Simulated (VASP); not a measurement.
# Cr: relaxation of cell and atoms with PBE

Crystal: Cr.

```
Cr
1.0
     0.00000    2.52977    2.52977
     2.52977    0.00000    2.52977
     2.52977    2.52977    0.00000
Cr
2
Direct
  0.12500 0.12500 0.12500
  0.87500 0.87500 0.87500
```

```
Program                : VASP 6.6.1
Task                   : relaxation of cell and atoms
Functional             : PBE
Potentials or basis    : VASP PAW PBE potentials, release 64 (Cr_pv)
Cutoff                 : 600 eV
k mesh                 : 11 × 11 × 11
Occupations            : fermi-dirac, width 0.1 eV
Spin                   : no spin polarisation
Dipole correction      : no
Further INCAR settings : ALGO = Normal; EDIFF = 1e-06; IBRION = 2; EDIFFG = -0.01; NSW = 80; ISIF = 3
```

```
Relaxed volume                         : 16.61 Å³/atom
Relaxed cell                           : a = 3.609 Å, b = 3.609 Å, c = 3.609 Å, α = 60.00°, β = 60.00°, γ = 60.00°
Space group after relaxing (to 0.05 Å) : Fd-3m (No. 227)
Energy gained by relaxing              : 3.6 meV/atom
Ionic steps                            : 3
Pressure after relaxing                : 0.1 GPa
Band gap on the k mesh                 : zero (band 12 reaches 6.54 eV, above the bottom of band 13 at 5.93 eV)
```

Step by step:
| step | energy change (eV) | largest force (eV/Å) | pressure (GPa) | volume (Å³) |
| --- | --- | --- | --- | --- |
| 1 | 0.0000 | 0.0000 | 2.81 | 32.38 |
| 2 | -0.0049 | 0.0000 | -1.46 | 33.73 |
| 3 | -0.0073 | 0.0000 | 0.06 | 33.23 |

Final structure:
```yaml
crystal:
  lattice:
    - [0.00000, 2.55171, 2.55171]
    - [2.55171, 0.00000, 2.55171]
    - [2.55171, 2.55171, 0.00000]
  atoms:
    - { symbol: Cr, position: [0.12500, 0.12500, 0.12500] }
    - { symbol: Cr, position: [0.87500, 0.87500, 0.87500] }
```

Levels at points of the mesh, in eV from the Fermi level:
```tsv
k point	band 8	band 9	band 10	band 11	band 12	band 13	band 14	band 15	band 16
(0.00, 0.00, 0.00)	-1.50	-1.50	-1.04	-1.04	-1.04	1.07	1.07	1.07	3.11
```

It took 71 s on 1 thread of Intel(R) Xeon(R) Platinum 8259CL CPU @ 2.50GHz (Skylake/Cascade Lake), on a shared host, peak memory 0.19 GiB.

Caveat: the run has no spin polarisation, though such a crystal can be magnetic. Spin polarisation is off, so any magnetic state and its effect on volume and gap are missing.
